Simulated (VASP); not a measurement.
SnC3: single point with PBEsol

SnC3:

```
C Sn
1.0
     2.97889    0.00000    0.00000
     0.00000    2.97889    0.00000
     0.00000    0.00000    4.64352
C Sn
3 1
Direct
  0.50000 0.00000 0.82036
  0.50000 0.50000 0.00000
  0.00000 0.50000 0.17964
  0.00000 0.00000 0.50000
```

```json
{"Program": "VASP 6.6.1", "Task": "single point", "Functional": "PBEsol", "Potentials or basis": "VASP PAW PBE potentials, release 64 (C, Sn_d)", "Cutoff": "520 eV", "k mesh": "6 × 6 × 4", "Occupations": "gaussian, width 0.01 eV", "Spin": "no spin polarisation"}
```

```json
{
  "Pressure": "-3.0 GPa",
  "Largest force": "0.312 eV/Å",
  "Band gap on the k mesh": "0.32 eV, indirect (least direct gap 0.56 eV)"
}
```

Forces on the atoms (eV/Å):
```
C    0.000  0.000  0.312
C    0.000  0.000  0.000
C    0.000  0.000 -0.312
Sn   0.000  0.000  0.000
```

Stress tensor (GPa, compression positive):
```
-3.08  0.00  0.00
 0.00 -3.08  0.00
 0.00  0.00 -2.81
```

Levels at points of the mesh, in eV from the valence-band top:
```
           k point  band 9  band 10  band 11  band 12  band 13  band 14  band 15  band 16  band 17  band 18
(0.00, 0.00, 0.00)   -6.26    -6.26    -1.62     0.00     0.00     0.56     0.98     2.64     4.74     4.74
(0.50, 0.00, 0.00)   -7.38    -6.87    -6.52    -5.20    -0.73     1.90     3.13     4.05     6.07     7.16
(0.50, 0.50, 0.00)   -7.94    -6.76    -5.58    -5.58    -3.66     0.58     0.58     1.96     2.21     9.23
(0.00, 0.00, 0.50)   -5.95    -5.95    -5.59    -1.18    -1.18     0.50     1.79     4.03     4.87     6.69
(0.50, 0.00, 0.50)  -10.34    -5.20    -3.47    -2.88    -0.55     0.32     2.32     2.78     5.82     7.20
(0.50, 0.50, 0.50)   -7.05    -6.74    -6.74    -6.68    -6.25     3.60     3.60     4.75     5.90     6.05
```

Run time: 9 s on 1 thread of Intel(R) Xeon(R) 6975P-C (Granite Rapids), on a shared host, peak memory 0.16 GiB.

Caveat: the PAW data sets were made with another functional, which shifts forces and pressure a little; spin-orbit coupling is left out, which moves the levels of the heavy elements. A k mesh can miss the band edges.
